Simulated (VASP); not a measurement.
# Si2SnB3 (Cmmm) in VASP: relaxation of cell and atoms with PBE

Aim: the relaxation of cell and atoms of Si2SnB3 with PBE.

All numbers are computed with VASP 6.6.1; they aren't measurements. Logs are shortened: lines on timing, memory, paths and dates and some standing lists are left out, and cuts for length are marked.

### 1 The cell of the first run

It takes space group Cmmm (No. 65, orthorhombic). The conventional cell has a = 5.266 Å, b = 9.417 Å, c = 2.977 Å, α = 90.00°, β = 90.00°, γ = 90.00°. Within 3.2 Å of Si (site symmetry 2/m) lie 6 B at 2.44 to 2.70 Å and 4 Si at 2.63 to 2.98 Å and 4 Sn at 3.08 Å. Within 3.8 Å of Sn (site symmetry mmm) lie 10 B at 2.79 to 3.78 Å and 2 Sn at 2.98 Å and 8 Si at 3.08 Å. Within 2.3 Å of B (site symmetry m2m) lie 3 B at 1.76 to 1.87 Å. Within 2.3 Å of B (site symmetry mmm) lie 4 B at 1.76 Å.

The cell was built from a structure type or drawn by symmetry, and may not be a known phase.

### 2 Relaxation of cell and atoms, PBE

INCAR reads:

```
ALGO = Normal
EDIFF = 1E-7
EDIFFG = -0.01
ENCUT = 600
GGA = PE
IBRION = 2
ISIF = 3
ISMEAR = 0
LASPH = T
LCHARG = F
LREAL = F
LWAVE = F
NELM = 60
NSW = 100
PREC = Accurate
SIGMA = 0.1
```

KPOINTS reads:

```
k-points
0
Gamma
  8 8 12
```

POSCAR reads:

```
Si2SnB3
1.0
    2.6327919373     -4.7086026093      0.0000000000
    2.6327919373      4.7086026093      0.0000000000
    0.0000000000      0.0000000000      2.9772696241
Si Sn B
2 1 3
Direct
    0.5000000000      0.0000000000      0.5000000000
    0.0000000000      0.5000000000      0.5000000000
    0.0000000000      0.0000000000      0.0000000000
    0.5991181465      0.4008818535      0.0000000000
    0.4008818535      0.5991181465      0.0000000000
    0.5000000000      0.5000000000      0.5000000000
```

Potentials or basis: VASP PAW PBE potentials, release 64 (Si, Sn_d, B).

On the command line:

```bash
> cat potpaw_PBE.64/Si/POTCAR potpaw_PBE.64/Sn_d/POTCAR potpaw_PBE.64/B/POTCAR > POTCAR
> mpirun -np 1 vasp_std > vasp.out
```

OUTCAR:

```text
EDIFF = 1E-7
   EDIFFG = -0.01
   ENCUT = 600
   GGA = PE
   IBRION = 2
   ISIF = 3
   ISMEAR = 0
   LASPH = T
   LREAL = F
   NELM = 60
   NSW = 100
   PREC = Accurate

 ion  position               nearest neighbor table
   1  0.500  0.000  0.500-   4 2.44   5 2.44   4 2.44   5 2.44   2 2.63   2 2.63   3 3.08   3 3.08
                             3 3.08   3 3.08
   2  0.000  0.500  0.500-   4 2.44   5 2.44   4 2.44   5 2.44   1 2.63   1 2.63   3 3.08   3 3.08
                             3 3.08   3 3.08
   3  0.000  0.000  0.000-   4 2.79   5 2.79   4 2.79   5 2.79   1 3.08   2 3.08   2 3.08   1 3.08
                             2 3.08   1 3.08   2 3.08   1 3.08
   4  0.599  0.401  0.000-   6 1.76   6 1.76   5 1.87   2 2.44   1 2.44   2 2.44   1 2.44   3 2.79
                             3 2.79
   5  0.401  0.599  0.000-   6 1.76   6 1.76   4 1.87   2 2.44   1 2.44   2 2.44   1 2.44   3 2.79
                             3 2.79
   6  0.500  0.500  0.500-   4 1.76   5 1.76   4 1.76   5 1.76

  LATTYP: Found a base centered orthorhombic cell.
 ALAT       =     5.2655838746
 B/A-ratio  =     1.7884446327
 C/A-ratio  =     0.5654206058

  Lattice vectors:

 A1 = (   2.6327919373,  -4.7086026093,   0.0000000000)
 A2 = (   2.6327919373,   4.7086026093,   0.0000000000)
 A3 = (   0.0000000000,   0.0000000000,   2.9772696241)

Analysis of symmetry for initial positions (statically):
=====================================================================
 Subroutine PRICEL returns:
 Original cell was already a primitive cell.

 Routine SETGRP: Setting up the symmetry group for a
 base centered orthorhombic supercell.

 Subroutine GETGRP returns: Found  8 space group operations
 (whereof  8 operations were pure point group operations)
 out of a pool of  8 trial point group operations.

The static configuration has the point symmetry D_2h.

Analysis of symmetry for dynamics (positions and initial velocities):
=====================================================================
 Subroutine PRICEL returns:
 Original cell was already a primitive cell.

 Routine SETGRP: Setting up the symmetry group for a
 base centered orthorhombic supercell.

 Subroutine GETGRP returns: Found  8 space group operations
 (whereof  8 operations were pure point group operations)
 out of a pool of  8 trial point group operations.

The dynamic configuration has the point symmetry D_2h.
[... 113 lines left out ...]
   ISIF   =      3    stress and relaxation
   ISYM   =      2    0-nonsym 1-usesym 2-fastsym
   POTIM  = 0.5000    time-step for ionic-motion
   TEBEG  =    0.0;   TEEND  =   0.0 temperature during run
   PSTRESS=    0.0 pullay stress
   NELECT =      31.0000    total number of electrons
   NUPDOWN=      -1.0000    fix difference up-down
   EMIN   =  10.00;   EMAX   =-10.00  energy-range for DOS
   EFERMI =   0.00;   METHOD = LEGACY
   ISMEAR =     0;   SIGMA  =   0.10  broadening in eV -4-tet -1-fermi 0-gaus
   EFERMI_NEDOS =   21; number of points for ismear=-14 and -15
   IALGO  =     38    algorithm
   IMIX   =      4    mixing-type and parameters
     AMIX     =   0.40;   BMIX     =  1.00
     AMIX_MAG =   1.60;   BMIX_MAG =  1.00
  volume/ion in A,a.u.               =      12.30        83.02
  Fermi-wavevector in a.u.,A,eV,Ry     =   1.225961  2.316729 20.449273  1.502979
  Thomas-Fermi vector in A             =   2.360979
   LORBIT       =      0    0 simple, 1 ext, 2 COOP (PROOUT), +10 PAW based schemes
   GGA     = PE    functional components
   LHFCALC =     F    Hartree Fock is set to
   AEXX    =    0.0000 exact exchange contribution
   IVDW    =     0    specifies the selected vdW correction
   LEPSILON=     F    determine dielectric tensor
   LRPA    =     F    only Hartree local field effects (RPA)
 conjugate gradient relaxation of ions
 non-spin polarized calculation
 Gauss-broadening in eV      SIGMA  =   0.10
  energy-cutoff  :      600.00
  volume of cell :       73.82
 maximum number of plane-waves:      2494
 NGX is ok and might be reduce to    48
   NGX = 21   NGY = 21   NGZ = 11

--------------------------------------- Ionic step        1  -------------------------------------------

 number of electron      30.9999997 magnetization

 Free energy of the ion-electron system (eV)
  ---------------------------------------------------
  ext. energy  EPLUGINS =         0.00000000
  ---------------------------------------------------
  free energy    TOTEN  =       -30.54861132 eV

  energy without entropy =      -30.53886308  energy(sigma->0) =      -30.54373720

------------------------ aborting loop because EDIFF is reached ----------------------------------------

  FORCE on cell =-STRESS in cart. coord.  units (eV):
  Direction    XX          YY          ZZ          XY          YZ          ZX
  --------------------------------------------------------------------------------------
  -------------------------------------------------------------------------------------
  Total        0.7692045      1.2001886     -1.2167158      0.0000000      0.0000000      0.0000000
  in kB       16.6953551     26.0497361    -26.4084557      0.0000000      0.0000000      0.0000000
  external PRESSURE =       5.4455452 kB  Pullay stress =       0.0000000 kB
[... 267 lines left out ...]
--------------------------------------- Ionic step        8  -------------------------------------------

 number of electron      30.9999996 magnetization

 Free energy of the ion-electron system (eV)
  ---------------------------------------------------
  ext. energy  EPLUGINS =         0.00000000
  ---------------------------------------------------
  free energy    TOTEN  =       -30.57552626 eV

  energy without entropy =      -30.56866254  energy(sigma->0) =      -30.57209440

 E-fermi :   9.0639     XC(G=0): -11.3385

 val. band max:        9.0593159264   @ k =  -0.1250   0.1250   0.1667
 cond. band min:       9.0785646056   @ k =   0.3750   0.0000   0.5000
 fundamental gap:      0.0192486792
 Fermi energy:         9.0639390528

 k-point     1 :       0.0000    0.0000    0.0000
  band No.  band energies     occupation
      1     -12.8655      2.00000
      2     -12.6303      2.00000
      3     -12.6277      2.00000
      4     -12.5209      2.00000
      5     -12.4934      2.00000
      6      -5.5295      2.00000
[... 505 lines left out ...]
      6      -5.1220      2.00000
[... 11 lines left out ...]
     18      12.2421      0.00000
     19      12.9328      0.00000

 [... further k-points ...]

------------------------ aborting loop because EDIFF is reached ----------------------------------------

  FORCE on cell =-STRESS in cart. coord.  units (eV):
  Direction    XX          YY          ZZ          XY          YZ          ZX
  --------------------------------------------------------------------------------------
  -------------------------------------------------------------------------------------
  Total       -0.0483304      0.0316227      0.0120855     -0.0000000      0.0000000      0.0000000
  in kB       -1.0317350      0.6750665      0.2579969     -0.0000000      0.0000000      0.0000000
  external PRESSURE =      -0.0328905 kB  Pullay stress =       0.0000000 kB
[... 21 lines left out ...]
  FREE ENERGIE OF THE ION-ELECTRON SYSTEM (eV)
  ---------------------------------------------------
  free  energy   TOTEN  =       -30.5755262647 eV

  energy  without entropy=      -30.5686625373  energy(sigma->0) =      -30.57209440

 reached required accuracy - stopping structural energy minimisation
```

CONTCAR:

```text
Si2SnB3
   1.00000000000000
     2.6610722898266435   -4.7886991428508416    0.0000000000000000
     2.6610722898266435    4.7886991428508416    0.0000000000000000
     0.0000000000000000    0.0000000000000000    2.9448167912699246
  Si              Sn              B
     2     1     3
Direct
     0.5000000000000000    0.0000000000000000    0.5000000000000000
     0.0000000000000000    0.5000000000000000    0.5000000000000000
     0.0000000000000000    0.0000000000000000    0.0000000000000000
     0.5965897165397065    0.4034102834602935    0.0000000000000000
     0.4034102834602935    0.5965897165397065    0.0000000000000000
     0.5000000000000000    0.5000000000000000    0.5000000000000000

  0.00000000E+00  0.00000000E+00  0.00000000E+00
  0.00000000E+00  0.00000000E+00  0.00000000E+00
  0.00000000E+00  0.00000000E+00  0.00000000E+00
  0.00000000E+00  0.00000000E+00  0.00000000E+00
  0.00000000E+00  0.00000000E+00  0.00000000E+00
  0.00000000E+00  0.00000000E+00  0.00000000E+00
```

Wall time 14 min (1 thread of Intel Xeon Platinum 8488C (Sapphire Rapids), shared host); peak memory 0.44 GiB.

What came out:

| Item | Value |
| --- | --- |
| Free energy | -30.5755 eV |
| Relaxed volume | 12.51 Å³/atom |
| Relaxed cell | a = 5.478 Å, b = 5.478 Å, c = 2.945 Å, α = 90.00°, β = 90.00°, γ = 121.88° |
| Space group after relaxing (to 0.1 Å) | Cmmm (No. 65) |
| Energy gained by relaxing | 4.5 meV/atom |
| Ionic steps | 8 |
| Pressure after relaxing | 0.0 GPa |
| Largest force after relaxing | 0.003 eV/Å |

Forces in eV/Å, atoms in the order of the input:
```
Si   0.000  0.000  0.000
Si   0.000  0.000  0.000
Sn   0.000  0.000  0.000
B    0.000 -0.003  0.000
B    0.000  0.003  0.000
B    0.000  0.000  0.000
```

Step by step:
```csv
step,energy change (eV),largest force (eV/Å),pressure (GPa),volume (Å³)
1,0.0000,0.1308,0.54,73.82
2,-0.0216,0.1466,0.51,74.26
3,-0.0238,0.1366,0.51,74.42
4,-0.0238,0.1359,0.51,74.43
5,-0.0263,0.0841,-0.06,74.95
6,-0.0266,0.0611,-0.30,75.17
7,-0.0269,0.0300,0.12,75.00
8,-0.0269,0.0032,0.00,75.05
```

Final structure:
```
Si Sn B
1.0
     2.66107   -4.78870    0.00000
     2.66107    4.78870    0.00000
     0.00000    0.00000    2.94482
Si Sn B
2 1 3
Direct
  0.50000 0.00000 0.50000
  0.00000 0.50000 0.50000
  0.00000 0.00000 0.00000
  0.59659 0.40341 0.00000
  0.40341 0.59659 0.00000
  0.50000 0.50000 0.50000
```

Caveat: the highest band is partly filled, so the run has too few bands; spin-orbit coupling is left out, which moves the levels of the heavy elements.
